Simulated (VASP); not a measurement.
Rh, 2 atoms in the cell. It takes space group P6_3/mmc (No. 194, hexagonal). Conventional cell: a = 2.670 Å, b = 2.670 Å, c = 4.307 Å, α = 90.00°, β = 90.00°, γ = 120.00°. Within 3.5 Å of Rh (site symmetry -6m2) lie 12 Rh at 2.65 to 2.67 Å. 

- Program: VASP 6.6.1
- Task: single point
- Functional: LDA
- Potentials or basis: VASP PAW LDA potentials, release 64 (Rh_pv)
- Cutoff: 520 eV
- k mesh: 15 × 15 × 8
- Occupations: fermi-dirac, width 0.1 eV
- Spin: no spin polarisation
- Dipole correction: no
- Further INCAR settings: ALGO = Normal; EDIFF = 1e-07; NBANDS = 22

Potentials or basis: VASP PAW LDA potentials, release 64 (Rh_pv).

Launch:

```bash
$ cat potpaw_LDA.64/Rh_pv/POTCAR > POTCAR
$ mpirun -np 1 vasp_std > vasp.out
```

Hardware: 1 thread of Intel(R) Xeon(R) Platinum 8488C (Sapphire Rapids) (shared host).

Question: How long does it take, and how much memory?

Answer: It took 30 s on 1 thread of Intel(R) Xeon(R) Platinum 8488C (Sapphire Rapids), with other jobs on the host, peak memory 0.17 GiB. Counts: scf iterations 12, k points 135.
